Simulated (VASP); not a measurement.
Write the native input for VASP 6.6.1 that does the following.

| Item | Value |
| --- | --- |
| Task | single point |
| Functional | LDA |
| Potentials or basis | VASP PAW LDA potentials, release 64 (Al, N) |
| Cutoff | 520 eV |
| k mesh | 8 × 8 × 8 |
| Occupations | gaussian, width 0.01 eV |
| Spin | no spin polarisation |
| Dipole correction | no |
| Further INCAR settings | ALGO = Normal; EDIFF = 1e-07; NBANDS = 11 |

The structure of AlN lies in POSCAR:

```
AlN
1.0
    0.0000000000      1.9423886297      1.9423886297
    1.9423886297      0.0000000000      1.9423886297
    1.9423886297      1.9423886297      0.0000000000
Al N
1 1
Direct
    0.0000000000      0.0000000000      0.0000000000
    0.5000000000      0.5000000000      0.5000000000
```

The input as run:

INCAR

```
SYSTEM = AlN
ALGO     = Normal         ! electronic algorithm
EDIFF    = 1E-7           ! SCF threshold, eV
ENCUT    = 520            ! plane-wave cutoff, eV
ISIF     = 2              ! what is computed and relaxed
ISMEAR   = 0              ! smearing method
LASPH    = .True.         ! aspherical terms in the spheres
LCHARG   = .False.        ! write CHGCAR
LREAL    = .False.        ! projectors in reciprocal space
LWAVE    = .False.        ! write WAVECAR
NBANDS   = 11             ! bands
NELM     = 100            ! most SCF steps
PREC     = Accurate       ! precision mode
SIGMA    = 0.01           ! smearing width, eV
```

KPOINTS

```
k-points
0
Gamma
  8 8 8
  0 0 0
```

Potentials or basis: VASP PAW LDA potentials, release 64 (Al, N).

Run with:

```sh
$ cat potpaw_LDA.64/Al/POTCAR potpaw_LDA.64/N/POTCAR > POTCAR
$ mpirun -np 1 vasp_std > vasp.out
```

It gave:

* Pressure: 33.1 GPa
* Band gap on the k mesh: 4.95 eV, indirect (least direct gap 7.62 eV)

It took 7.9 s on 1 thread of AMD EPYC 7R13, with other jobs on the host, peak memory 0.08 GiB.
